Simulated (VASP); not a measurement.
Here is a VASP 6.6.1 calculation.

The input INCAR:

```
SYSTEM = Al3GaN4
ALGO = Normal
EDIFF = 1E-6
EDIFFG = -0.008
ENCUT = 600
GGA = PS
IBRION = 2
ISIF = 3
ISMEAR = 0
LASPH = .TRUE.
LCHARG = .FALSE.
LREAL = .FALSE.
LWAVE = .FALSE.
NELM = 60
NSW = 70
PREC = Accurate
PSTRESS = 50.0
SIGMA = 0.02
```

The input KPOINTS:

```
k-points
0
G
  6 6 6
  0 0 0
```

The input POSCAR:

```
Al3GaN4
1.0
    4.3714959520      0.0000000000      0.0000000000
    0.0000000000      4.3714959520      0.0000000000
    0.0000000000      0.0000000000      4.3714959520
Al Ga N
3 1 4
Direct
    0.5000000000      0.5000000000      0.0000000000
    0.5000000000      0.0000000000      0.5000000000
    0.0000000000      0.5000000000      0.5000000000
    0.0000000000      0.0000000000      0.0000000000
    0.7446859999      0.7446859999      0.2553140001
    0.7446859999      0.2553140001      0.7446859999
    0.2553140001      0.7446859999      0.7446859999
    0.2553140001      0.2553140001      0.2553140001
```

Potentials or basis: VASP PAW PBE potentials, release 64 (Al, Ga_d, N).

The run is started by

```console
$ cat potpaw_PBE.64/Al/POTCAR potpaw_PBE.64/Ga_d/POTCAR potpaw_PBE.64/N/POTCAR > POTCAR
$ mpirun -np 1 vasp_std > vasp.out
```

(1) Estimate the space group after relaxing (to 0.1 Å).

(2) What does it give for the relaxed volume?

(3) What does it give for the band gap on the k mesh?

(4) Estimate the relaxed cell.

Results:

(1) P-43m (No. 215).

(2) 10.44 Å³/atom.

(3) 3.33 eV.

(4) a = 4.371 Å, b = 4.371 Å, c = 4.371 Å, α = 90.00°, β = 90.00°, γ = 90.00°.

Caveat: the cell is relaxed towards a set pressure, so the run minimises the enthalpy, not the energy; the PAW data sets were made with another functional, which shifts forces and pressure a little.
